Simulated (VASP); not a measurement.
# KBr (Fm-3m) in VASP: vibrations by perturbation theory with LDA

Aim: the vibrations by perturbation theory of KBr with LDA.

All numbers are computed with VASP 6.6.1; they aren't measurements. Logs are shortened: lines on timing, memory, paths and dates and some standing lists are left out, and cuts for length are marked.

### Step 1. The cell of the first run

The structure is cubic, space group Fm-3m (No. 225). Conventional cell: a = 6.203 Å, b = 6.203 Å, c = 6.203 Å, α = 90.00°, β = 90.00°, γ = 90.00°. K (site symmetry m-3m) has 6 Br at 3.10 Å within 4.1 Å. Within 4.1 Å of Br (site symmetry m-3m) lie 6 K at 3.10 Å.

### Step 2. Vibrations by perturbation theory, LDA

Contents of INCAR:

```
ALGO     = Normal         # electronic algorithm
EDIFF    = 1E-8           # SCF threshold, eV
ENCUT    = 520            # plane-wave cutoff, eV
IBRION   = 8              # ionic algorithm
ISIF     = 2              # what is computed and relaxed
ISMEAR   = 0              # smearing method
LASPH    = True           # aspherical terms in the spheres
LCHARG   = False          # write CHGCAR
LEPSILON = True           # dielectric tensor by DFPT
LREAL    = False          # projectors in reciprocal space
LWAVE    = False          # write WAVECAR
NELM     = 80             # most SCF steps
NSW      = 1              # ionic steps
PREC     = Accurate       # precision mode
SIGMA    = 0.01           # smearing width, eV
```

Contents of KPOINTS:

```
k-points
0
Gamma
  6 6 6
```

Contents of POSCAR:

```
KBr
1.0
    0.0000000000      3.1014012181      3.1014012181
    3.1014012181      0.0000000000      3.1014012181
    3.1014012181      3.1014012181      0.0000000000
K Br
1 1
Direct
    0.0000000000      0.0000000000      0.0000000000
    0.5000000000      0.5000000000      0.5000000000
```

Potentials or basis: VASP PAW LDA potentials, release 64 (K_sv, Br).

Launch:

```bash
$ cat potpaw_LDA.64/K_sv/POTCAR potpaw_LDA.64/Br/POTCAR > POTCAR
$ mpirun -np 1 vasp_std > vasp.out
```

OUTCAR:

```text
EDIFF = 1E-8
   ENCUT = 520
   IBRION = 8
   ISIF = 2
   ISMEAR = 0
   LASPH = True
   LEPSILON = True
   LREAL = False
   NELM = 80
   NSW = 1
   PREC = Accurate

 ion  position               nearest neighbor table
   1  0.000  0.000  0.000-   2 3.10   2 3.10   2 3.10   2 3.10   2 3.10   2 3.10
   2  0.500  0.500  0.500-   1 3.10   1 3.10   1 3.10   1 3.10   1 3.10   1 3.10

  LATTYP: Found a face centered cubic cell.
 ALAT       =     6.2028024362

  Lattice vectors:

 A1 = (   0.0000000000,   3.1014012181,   3.1014012181)
 A2 = (   3.1014012181,   0.0000000000,   3.1014012181)
 A3 = (   3.1014012181,   3.1014012181,   0.0000000000)

Analysis of symmetry for initial positions (statically):
=====================================================================
 Subroutine PRICEL returns:
 Original cell was already a primitive cell.

 Routine SETGRP: Setting up the symmetry group for a
 face centered cubic supercell.

 Subroutine GETGRP returns: Found 48 space group operations
 (whereof 48 operations were pure point group operations)
 out of a pool of 48 trial point group operations.

The static configuration has the point symmetry O_h .

Analysis of symmetry for dynamics (positions and initial velocities):
=====================================================================
 Subroutine PRICEL returns:
 Original cell was already a primitive cell.

 Routine SETGRP: Setting up the symmetry group for a
 face centered cubic supercell.

 Subroutine GETGRP returns: Found 48 space group operations
 (whereof 48 operations were pure point group operations)
 out of a pool of 48 trial point group operations.

The dynamic configuration has the point symmetry O_h .

 Subroutine INISYM returns: Found 48 space group operations
 (whereof 48 operations are pure point group operations),
 and found     1 'primitive' translations

----------------------------------------------------------------------------------------

                                     Primitive cell

  volume of cell :      59.6628

  direct lattice vectors                    reciprocal lattice vectors
     0.000000000  3.101401218  3.101401218    -0.161217451  0.161217451  0.161217451
     3.101401218  0.000000000  3.101401218     0.161217451 -0.161217451  0.161217451
     3.101401218  3.101401218  0.000000000     0.161217451  0.161217451 -0.161217451

  length of vectors
     4.386043665  4.386043665  4.386043665     0.279236817  0.279236817  0.279236817

  position of ions in fractional coordinates (direct lattice)
     0.000000000  0.000000000  0.000000000
     0.500000000  0.500000000  0.500000000

  ion indices of the primitive-cell ions
   primitive index   ion index
                 1           1
                 2           2

----------------------------------------------------------------------------------------

 KPOINTS: k-points

Automatic generation of k-mesh.
 Grid dimensions read from file:
 generate k-points for:    6    6    6

 Generating k-lattice:

  Cartesian coordinates                     Fractional coordinates (reciprocal lattice)
    -0.026869575  0.026869575  0.026869575     0.166666667  0.000000000  0.000000000
     0.026869575 -0.026869575  0.026869575     0.000000000  0.166666667  0.000000000
     0.026869575  0.026869575 -0.026869575     0.000000000  0.000000000  0.166666667

  Length of vectors
     0.046539469  0.046539469  0.046539469
[... 375 lines left out ...]
  free energy    TOTEN  =        -0.34070753 eV

  energy without entropy =       -0.34070753

------------------------ aborting loop because EDIFF is reached ----------------------------------------

--------------------------------------- Ionic step        2  -------------------------------------------

------------------------ aborting loop because EDIFF is reached ----------------------------------------

--------------------------------------- Ionic step        3  -------------------------------------------

------------------------ aborting loop because EDIFF is reached ----------------------------------------

 PIEZOELECTRIC TENSOR FIELD DIRECTION 3  (e Angst)
 -----------------------------------------------------------------------------
    -0.00008  0.00000 -0.00000           (  0.00000  0.00000  0.00000)
     0.00000 -0.00008  0.00000           (  0.00000  0.00000 -0.00000)
     0.00000 -0.00000 -0.00111           (  0.00000 -0.00000  0.00001)

 PIEZOELECTRIC TENSOR FIELD DIRECTION 3  (C/m^2)
 -----------------------------------------------------------------------------
    -0.00002  0.00000 -0.00000
     0.00000 -0.00002  0.00000
     0.00000 -0.00000 -0.00030

--------------------------------------- Ionic step        4  -------------------------------------------

------------------------ aborting loop because EDIFF is reached ----------------------------------------

[... ionic steps 5 to 6 ...]

--------------------------------------- Ionic step        7  -------------------------------------------

 Free energy of the ion-electron system (eV)
  ---------------------------------------------------
  ---------------------------------------------------
  free energy    TOTEN  =        -0.14305212 eV

  energy without entropy =       -0.14305212

------------------------ aborting loop because EDIFF is reached ----------------------------------------

 INTERNAL STRAIN TENSOR  FOR ION    2  DIRECTION 1   (eV/Angst):
 -----------------------------------------------------------------------------
     0.00798  0.00000  0.00000
    -0.00000 -0.00274 -0.00000
     0.00000 -0.00000 -0.00274

 MACROSCOPIC STATIC DIELECTRIC TENSOR (including local field effects in DFT)
 ------------------------------------------------------
           2.875875    -0.000000     0.000000
           0.000000     2.875875     0.000000
           0.000000     0.000000     2.875875
 ------------------------------------------------------

 PIEZOELECTRIC TENSOR (including local field effects)  for field in x, y, z        (e  Angst)
          XX          YY          ZZ          XY          YZ          ZX
  --------------------------------------------------------------------------------
  x     0.00000     0.00000     0.00000     0.00000     0.00000     0.00000
  y     0.00000     0.00000     0.00000     0.00000     0.00000     0.00000
  z     0.00000     0.00000     0.00000     0.00000     0.00000     0.00000

 PIEZOELECTRIC TENSOR (including local field effects)  for field in x, y, z        (C/m^2)
          XX          YY          ZZ          XY          YZ          ZX
  --------------------------------------------------------------------------------
  x     0.00000     0.00000     0.00000     0.00000     0.00000     0.00000
  y     0.00000     0.00000     0.00000     0.00000     0.00000     0.00000
  z     0.00000     0.00000     0.00000     0.00000     0.00000     0.00000

 BORN EFFECTIVE CHARGES (including local field effects) (in |e|, cummulative output)
 ---------------------------------------------------------------------------------
 ion    1
    1     1.08305     0.00000     0.00000
    2     0.00000     1.08305     0.00000
    3     0.00000     0.00000     1.08305
 ion    2
    1    -1.08305     0.00000     0.00000
    2     0.00000    -1.08305     0.00000
    3     0.00000     0.00000    -1.08305

 INTERNAL STRAIN TENSOR FOR ION    2 for displacements in x,y,z  (eV/Angst):
          X           Y           Z          XY          YZ          ZX
  --------------------------------------------------------------------------------
  x     0.00000     0.00000     0.00000     0.00000     0.00000     0.00000
  y     0.00000     0.00000     0.00000     0.00000     0.00000     0.00000
  z     0.00000     0.00000     0.00000     0.00000     0.00000     0.00000

 SECOND DERIVATIVES (NOT SYMMETRIZED)
 ------------------------------------
               1X          1Y          1Z          2X          2Y          2Z
  1X    -2.358258    0.000000    0.000000    2.358258    0.000000    0.000000
  1Y     0.000000   -2.358258    0.000000    0.000000    2.358258    0.000000
  1Z     0.000000    0.000000   -2.358258    0.000000    0.000000    2.358258
  2X     2.353781    0.000000    0.000000   -2.353781    0.000000    0.000000
  2Y     0.000000    2.353781    0.000000    0.000000   -2.353781    0.000000
  2Z     0.000000    0.000000    2.353781    0.000000    0.000000   -2.353781

 Eigenvectors and eigenvalues of the dynamical matrix
 ----------------------------------------------------

   1 f  =    4.684104 THz    29.431093 2PiTHz  156.244889 cm-1    19.371889 meV
             X         Y         Z           dx          dy          dz
      0.000000  0.000000  0.000000     0.000000    0.819677    0.000000
      3.101401  3.101401  3.101401     0.000000   -0.572826    0.000000
[... 21 lines left out ...]
   6 f/i=    0.002089 THz     0.013128 2PiTHz    0.069694 cm-1     0.008641 meV
             X         Y         Z           dx          dy          dz
      0.000000  0.000000  0.000000     0.000000    0.000000   -0.572826
      3.101401  3.101401  3.101401     0.000000    0.000000   -0.819677

--------------------------------------------------------------------------------------------------------

 MACROSCOPIC STATIC DIELECTRIC TENSOR IONIC CONTRIBUTION
 ------------------------------------------------------
           1.510003     0.000000     0.000000
           0.000000     1.510003     0.000000
           0.000000     0.000000     1.510003
 ------------------------------------------------------

 ELASTIC MODULI CONTR FROM IONIC RELAXATION (kBar)
 Direction    XX          YY          ZZ          XY          YZ          ZX
 --------------------------------------------------------------------------------
 XX           0.0000      0.0000      0.0000      0.0000      0.0000      0.0000
 YY           0.0000      0.0000      0.0000      0.0000      0.0000      0.0000
 ZZ           0.0000      0.0000      0.0000      0.0000      0.0000      0.0000
 XY           0.0000      0.0000      0.0000      0.0000      0.0000      0.0000
 YZ           0.0000      0.0000      0.0000      0.0000      0.0000      0.0000
 ZX           0.0000      0.0000      0.0000      0.0000      0.0000      0.0000
 --------------------------------------------------------------------------------

 PIEZOELECTRIC TENSOR IONIC CONTR  for field in x, y, z        (C/m^2)
          XX          YY          ZZ          XY          YZ          ZX
  --------------------------------------------------------------------------------
  x     0.00000     0.00000     0.00000     0.00000     0.00000     0.00000
  y     0.00000     0.00000     0.00000     0.00000     0.00000     0.00000
  z     0.00000     0.00000     0.00000     0.00000     0.00000     0.00000
```

Wall time 2.7 min (1 thread of Intel Xeon 6975P-C (Granite Rapids), shared host); peak memory 0.25 GiB.

Results:

| Quantity | Value |
| --- | --- |
| Electronic dielectric tensor (diagonal) | 2.88 |
| Born charges (mean of the diagonal) | K +1.08; Br -1.08 e |
| Highest phonon frequency at Γ, LO-TO splitting left out | 156 cm⁻¹ |

Phonon frequencies in cm⁻¹ (negative: imaginary):
```tsv
q point	frequencies
(0.000, 0.000, 0.000)	0 0 0 156 156 156
```

Electronic dielectric tensor:
```
2.88 0.00 0.00
0.00 2.88 0.00
0.00 0.00 2.88
```

Born effective charge tensors (e):
atom 1, K
```
1.08 0.00 0.00
0.00 1.08 0.00
0.00 0.00 1.08
```
atom 2, Br
```
-1.08  0.00  0.00
 0.00 -1.08  0.00
 0.00  0.00 -1.08
```

Caveat: the cell wasn't relaxed at this level first, which shifts response properties.
